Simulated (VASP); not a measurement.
# CdTe (F-43m) in VASP: notebook

The runs below take CdTe through single point, relaxation of cell and atoms, with PBE.

Everything below comes from runs of VASP 6.6.1. Logs are shortened: lines on timing, memory, paths and dates and some standing lists are left out, and cuts for length are marked.

## Step 1: The cell of the first run

The structure is cubic, space group F-43m (No. 216). Conventional cell: a = 6.622 Å, b = 6.622 Å, c = 6.622 Å, α = 90.00°, β = 90.00°, γ = 90.00°. Within 3.8 Å of Cd (site symmetry -43m) lie 4 Te at 2.87 Å. Te (site symmetry -43m) has 4 Cd at 2.87 Å within 3.8 Å.

## Step 2: Single point, PBE, non-collinear spin, zero start, spin-orbit coupling

File INCAR:

```
PREC = Accurate
ENCUT = 520
EDIFF = 1E-6
ISMEAR = -1
SIGMA = 0.05
LREAL = F
LASPH = T
NELM = 150
ALGO = Normal
ISIF = 2
LWAVE = F
LCHARG = F
MAGMOM = 0 0 0 0 0 0
LORBIT = 11
LSORBIT = T
GGA_COMPAT = F
LORBMOM = T
GGA = PE
NBANDS = 30
```

File KPOINTS:

```
regular mesh
0
Gamma
  11 11 11
```

File POSCAR:

```
CdTe
1.0
    0.0000000000      3.3108386635      3.3108386635
    3.3108386635      0.0000000000      3.3108386635
    3.3108386635      3.3108386635      0.0000000000
Cd Te
1 1
Direct
    0.0000000000      0.0000000000      0.0000000000
    0.2500000000      0.2500000000      0.2500000000
```

Potentials or basis: VASP PAW PBE potentials, release 64 (Cd, Te).

Run with:

```bash
$ cat potpaw_PBE.64/Cd/POTCAR potpaw_PBE.64/Te/POTCAR > POTCAR
$ mpirun -np 1 vasp_ncl > vasp.out
```

OUTCAR:

```text
PREC = Accurate
   ENCUT = 520
   EDIFF = 1E-6
   ISMEAR = -1
   LREAL = F
   LASPH = T
   NELM = 150
   ISIF = 2
   LORBIT = 11
   LSORBIT = T
   GGA = PE

 ion  position               nearest neighbor table
   1  0.000  0.000  0.000-   2 2.87   2 2.87   2 2.87   2 2.87
   2  0.250  0.250  0.250-   1 2.87   1 2.87   1 2.87   1 2.87

  LATTYP: Found a face centered cubic cell.
 ALAT       =     6.6216773270

  Lattice vectors:

 A1 = (   0.0000000000,   3.3108386635,   3.3108386635)
 A2 = (   3.3108386635,   0.0000000000,   3.3108386635)
 A3 = (   3.3108386635,   3.3108386635,   0.0000000000)

Analysis of symmetry for initial positions (statically):
=====================================================================
 Subroutine PRICEL returns:
 Original cell was already a primitive cell.

 Routine SETGRP: Setting up the symmetry group for a
 face centered cubic supercell.

 Subroutine GETGRP returns: Found 24 space group operations
 (whereof 24 operations were pure point group operations)
 out of a pool of 48 trial point group operations.

The static configuration has the point symmetry T_d .

Analysis of symmetry for dynamics (positions and initial velocities):
=====================================================================
 Subroutine PRICEL returns:
 Original cell was already a primitive cell.

 Routine SETGRP: Setting up the symmetry group for a
 face centered cubic supercell.

 Subroutine GETGRP returns: Found 24 space group operations
 (whereof 24 operations were pure point group operations)
 out of a pool of 48 trial point group operations.

The dynamic configuration has the point symmetry T_d .

Analysis of structural, dynamic, and magnetic symmetry:
=====================================================================
 Subroutine PRICEL returns:
 Original cell was already a primitive cell.

 Routine SETGRP: Setting up the symmetry group for a
 face centered cubic supercell.

 Subroutine GETGRP returns: Found 24 space group operations
 (whereof 24 operations were pure point group operations)
 out of a pool of 48 trial point group operations.

The overall configuration has the point symmetry T_d .

 Subroutine INISYM returns: Found 24 space group operations
 (whereof 24 operations are pure point group operations),
[... 970 lines left out ...]
      0.00000      0.00000      0.00000        -0.000000     -0.000000     -0.000000
      1.65542      1.65542      1.65542         0.000000      0.000000      0.000000
 -----------------------------------------------------------------------------------
    total drift:                               -0.000000     -0.000000     -0.000000

  FREE ENERGIE OF THE ION-ELECTRON SYSTEM (eV)
  ---------------------------------------------------
  free  energy   TOTEN  =        -4.9406115081 eV

  energy  without entropy=       -4.9405507357  energy(sigma->0) =       -4.94058112

 orbital moment (x)

 # of ion     p       d       tot
 ----------------------------------------
  1        -0.000  -0.000  -0.000
  2        -0.000   0.000  -0.000
 ----------------------------------------
           -0.000  -0.000  -0.000

 orbital moment (y)

 # of ion     p       d       tot
 ----------------------------------------
  1        -0.000   0.000   0.000
  2         0.000   0.000   0.000
 ----------------------------------------
            0.000   0.000   0.000

 orbital moment (z)

 # of ion     p       d       tot
 ----------------------------------------
  1         0.000  -0.000  -0.000
  2         0.000   0.000   0.000
 ----------------------------------------
            0.000  -0.000  -0.000

 Spin-Orbit-Coupling matrix elements

 Ion:    1  E_soc:     -0.0593133
 l=   1
     0.0000000    -0.0029540    -0.0029540
    -0.0029540     0.0000000    -0.0029540
    -0.0029540    -0.0029540     0.0000000
 l=   2
     0.0000000    -0.0013839     0.0000000    -0.0013839    -0.0055477
    -0.0013839     0.0000000    -0.0041608    -0.0013839    -0.0013869
     0.0000000    -0.0041608     0.0000000    -0.0041608     0.0000000
    -0.0013839    -0.0013839    -0.0041608     0.0000000    -0.0013869
    -0.0055477    -0.0013869     0.0000000    -0.0013869     0.0000000
 l=   3
     0.0000000     0.0000000     0.0000000     0.0000000     0.0000000     0.0000000     0.0000000
     0.0000000     0.0000000     0.0000000     0.0000000     0.0000000     0.0000000     0.0000000
     0.0000000     0.0000000     0.0000000     0.0000000     0.0000000     0.0000000     0.0000000
     0.0000000     0.0000000     0.0000000     0.0000000     0.0000000     0.0000000     0.0000000
     0.0000000     0.0000000     0.0000000     0.0000000     0.0000000     0.0000000     0.0000000
     0.0000000     0.0000000     0.0000000     0.0000000     0.0000000     0.0000000     0.0000000
     0.0000000     0.0000000     0.0000000     0.0000000     0.0000000     0.0000000     0.0000000

 Ion:    2  E_soc:     -0.1987800
 l=   1
     0.0000000    -0.0330655    -0.0330655
    -0.0330655     0.0000000    -0.0330655
    -0.0330655    -0.0330655     0.0000000
 l=   2
     0.0000000    -0.0000272     0.0000000    -0.0000272    -0.0000373
    -0.0000272     0.0000000    -0.0000280    -0.0000272    -0.0000093
     0.0000000    -0.0000280     0.0000000    -0.0000280     0.0000000
    -0.0000272    -0.0000272    -0.0000280     0.0000000    -0.0000093
    -0.0000373    -0.0000093     0.0000000    -0.0000093     0.0000000
 l=   3
     0.0000000     0.0000000     0.0000000     0.0000000     0.0000000     0.0000000     0.0000000
     0.0000000     0.0000000     0.0000000     0.0000000     0.0000000     0.0000000     0.0000000
     0.0000000     0.0000000     0.0000000     0.0000000     0.0000000     0.0000000     0.0000000
     0.0000000     0.0000000     0.0000000     0.0000000     0.0000000     0.0000000     0.0000000
     0.0000000     0.0000000     0.0000000     0.0000000     0.0000000     0.0000000     0.0000000
     0.0000000     0.0000000     0.0000000     0.0000000     0.0000000     0.0000000     0.0000000
     0.0000000     0.0000000     0.0000000     0.0000000     0.0000000     0.0000000     0.0000000

 total charge

# of ion       s       p       d       tot
------------------------------------------
    1        0.464   0.283   9.532  10.279
    2        1.354   2.030   0.018   3.402
--------------------------------------------------
tot          1.818   2.313   9.550  13.681

 magnetization (x)

# of ion       s       p       d       tot
------------------------------------------
    1        0.000   0.000  -0.000   0.000
    2        0.000   0.000   0.000   0.000
--------------------------------------------------
tot          0.000   0.000  -0.000   0.000

 magnetization (y)

# of ion       s       p       d       tot
------------------------------------------
    1        0.000   0.000  -0.000   0.000
    2        0.000   0.000   0.000   0.000
--------------------------------------------------
tot          0.000   0.000  -0.000   0.000

 magnetization (z)

# of ion       s       p       d       tot
------------------------------------------
    1        0.000  -0.000  -0.000   0.000
    2       -0.000   0.000   0.000  -0.000
--------------------------------------------------
tot          0.000  -0.000  -0.000   0.000
```

OSZICAR:

```text
N       E                     dE             d eps       ncg     rms          rms(c)
DAV:   1     0.109928457925E+03    0.10993E+03   -0.79513E+03  5492   0.104E+03
DAV:   2     0.198363007366E+00   -0.10973E+03   -0.10533E+03  6022   0.259E+02
DAV:   3    -0.510733812029E+01   -0.53057E+01   -0.52724E+01  6466   0.571E+01
DAV:   4    -0.517678715091E+01   -0.69449E-01   -0.69424E-01  6728   0.576E+00
DAV:   5    -0.517777170084E+01   -0.98455E-03   -0.98453E-03  6426   0.662E-01    0.558E+00
DAV:   6    -0.495258178003E+01    0.22519E+00   -0.36296E-01  5842   0.752E+00    0.441E+00
DAV:   7    -0.493922890741E+01    0.13353E-01   -0.12199E-01  6018   0.221E+00    0.222E+00
DAV:   8    -0.494011072671E+01   -0.88182E-03   -0.77879E-03  6184   0.862E-01    0.967E-01
DAV:   9    -0.494032272497E+01   -0.21200E-03   -0.52276E-04  6262   0.229E-01    0.307E-01
DAV:  10    -0.494055773895E+01   -0.23501E-03   -0.41736E-04  6030   0.174E-01    0.570E-02
DAV:  11    -0.494058664321E+01   -0.28904E-04   -0.29276E-05  6410   0.563E-02    0.243E-02
DAV:  12    -0.494061125377E+01   -0.24611E-04   -0.38576E-05  5862   0.351E-02    0.203E-02
DAV:  13    -0.494061150810E+01   -0.25434E-06   -0.52606E-07  5378   0.573E-03
   1 F= -.49406115E+01 E0= -.49405811E+01  d E =-.607724E-04  mag=     0.0000    -0.0000    -0.0000
```

stdout:

```text
POSCAR found type information on POSCAR CdTe
 POSCAR found :  2 types and       2 ions
 scaLAPACK will be used
 LDA part: xc-table for (Slater+PW92), standard interpolation
 POSCAR, INCAR and KPOINTS ok, starting setup
 FFT: planning ... GRIDC
 FFT: planning ... GRID_SOFT
 FFT: planning ... GRID
 WAVECAR not read
 entering main loop
```

Wall time 5 min (1 thread of Intel Xeon Platinum 8375C at 2.90GHz (Ice Lake), shared host); peak memory 0.57 GiB.

What came out:

```yaml
Free_energy: -4.9406 eV
Pressure: 0.1 GPa
Net_moment: 0.00 μB per cell
Valence_electrons_inside_the_program's_atomic_spheres: Cd 10.28; Te 3.40
```

Moments on the atoms (μB; x, y, z):
```
Cd  0.00 0.00 0.00
Te  0.00 0.00 0.00
```

## Step 3: Single point, PBE

File INCAR:

```
PREC = Accurate ; ENCUT = 520
EDIFF = 1E-6 ; ISMEAR = -1
SIGMA = 0.05 ; LREAL = False
LASPH = True ; NELM = 80
ALGO = Normal ; ISIF = 2
LWAVE = False ; LCHARG = False
GGA = PE ; NBANDS = 16
```

KPOINTS is that of step 2.

File POSCAR:

```
CdTe
1.0
    0.0000000000      3.3086917840      3.3086917840
    3.3086917840      0.0000000000      3.3086917840
    3.3086917840      3.3086917840      0.0000000000
Cd Te
1 1
Direct
    0.0000000000      0.0000000000      0.0000000000
    0.2500000000      0.2500000000      0.2500000000
```

Potentials or basis: VASP PAW PBE potentials, release 64 (Cd, Te).

Run with:

```bash
$ cat potpaw_PBE.64/Cd/POTCAR potpaw_PBE.64/Te/POTCAR > POTCAR
$ mpirun -np 1 vasp_std > vasp.out
```

It took 87 s on 1 thread of Intel Xeon 8259CL, shared host; peak memory 0.24 GiB.

The run converged. Its results:

* Free energy: -4.8129 eV
* Pressure: 0.1 GPa
* Band gap on the k mesh: 0.58 eV

Levels at points of the mesh, in eV from the valence-band top:
```
           k point  band 6  band 7  band 8  band 9  band 10  band 11  band 12  band 13
(0.00, 0.00, 0.00)   -7.87    0.00    0.00    0.00     0.58     4.64     4.64     4.64
```

Caveat: spin-orbit coupling is left out, which moves the levels of the heavy elements.

## Step 4: Single point, PBE

This run uses another cell than the first one, of 37.66 Å³/atom.

File INCAR:

```
SYSTEM = CdTe
ALGO = Normal
EDIFF = 1E-7
ENCUT = 520
GGA = PE
ISIF = 2
ISMEAR = -1
LASPH = .TRUE.
LCHARG = .FALSE.
LREAL = .FALSE.
LWAVE = .FALSE.
NBANDS = 16
NELM = 60
PREC = Accurate
SIGMA = 0.05
```

File KPOINTS:

```
k-points
0
G
  11 11 11
  0 0 0
```

File POSCAR:

```
CdTe
1.0
    0.0000000000      3.3520036160      3.3520036160
    3.3520036160      0.0000000000      3.3520036160
    3.3520036160      3.3520036160      0.0000000000
Cd Te
1 1
Direct
    0.0000000000      0.0000000000      0.0000000000
    0.2500000000      0.2500000000      0.2500000000
```

Run with:

```bash
$ cat potpaw_PBE.64/Cd/POTCAR potpaw_PBE.64/Te/POTCAR > POTCAR
$ mpirun -np 1 vasp_std > vasp.out
```

It took 81 s on 1 thread of Intel Xeon 8259CL, shared host; peak memory 0.25 GiB.

Results (log left out):

```
Free energy            : -4.8032 eV
Pressure               : -1.1 GPa
Band gap on the k mesh : 0.47 eV
```

Levels at points of the mesh, in eV from the valence-band top:
| k point | band 5 | band 6 | band 7 | band 8 | band 9 | band 10 | band 11 | band 12 | band 13 | band 14 |
| --- | --- | --- | --- | --- | --- | --- | --- | --- | --- | --- |
| (0.00, 0.00, 0.00) | -7.79 | -7.79 | 0.00 | 0.00 | 0.00 | 0.47 | 4.66 | 4.66 | 4.66 | 7.32 |

Caveat: spin-orbit coupling is left out, which moves the levels of the heavy elements.

[end of part 1 of 2]
